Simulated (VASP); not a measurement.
# B7P: single point with PBE

B7P:

```
B P
1.0
     3.76379    0.00000    0.00000
    -1.88189    3.25954    0.00000
     0.00000    0.00000    6.01771
B P
7 1
Direct
  0.50000 0.00000 0.00000
  0.00000 0.50000 0.00000
  0.50000 0.50000 0.00000
  0.50000 0.00000 0.50000
  0.00000 0.50000 0.50000
  0.50000 0.50000 0.50000
  0.00000 0.00000 0.50000
  0.00000 0.00000 0.00000
```

| Property | Result |
| --- | --- |
| Program | VASP 6.6.1 |
| Task | single point |
| Functional | PBE |
| Potentials or basis | VASP PAW PBE potentials, release 64 (B, P) |
| Cutoff | 520 eV |
| k mesh | 6 × 6 × 4 |
| Occupations | gaussian, width 0.1 eV |
| Spin | no spin polarisation |

* Pressure: -7.2 GPa
* Band gap on the k mesh: zero (band 13 reaches 7.07 eV, above the bottom of band 14 at 4.87 eV)

Stress tensor (GPa, compression positive):
```
-11.72   0.00   0.00
  0.00 -11.72   0.00
  0.00   0.00   1.81
```

Levels at points of the mesh, in eV from the Fermi level:
```tsv
k point	band 9	band 10	band 11	band 12	band 13	band 14	band 15	band 16	band 17	band 18
(0.00, 0.00, 0.00)	-6.58	-3.08	-2.61	-1.82	-1.82	0.26	0.27	0.27	2.68	3.10
(0.50, 0.00, 0.00)	-5.33	-4.70	-0.06	0.19	0.53	1.34	1.56	2.60	2.96	3.13
(0.00, 0.00, 0.50)	-6.53	-5.70	-2.50	-1.67	-1.67	-0.31	-0.23	-0.23	4.62	4.86
(0.50, 0.00, 0.50)	-3.74	-2.91	-2.56	-2.38	0.54	2.55	2.77	2.91	2.93	2.94
```

It took 18 s on 1 thread of Intel(R) Xeon(R) Platinum 8559C (Emerald Rapids) (shared host), peak memory 0.18 GiB.

Caveat: this functional lacks dispersion, which binds the layers, so the pressure and a relaxed spacing across them are unreliable.
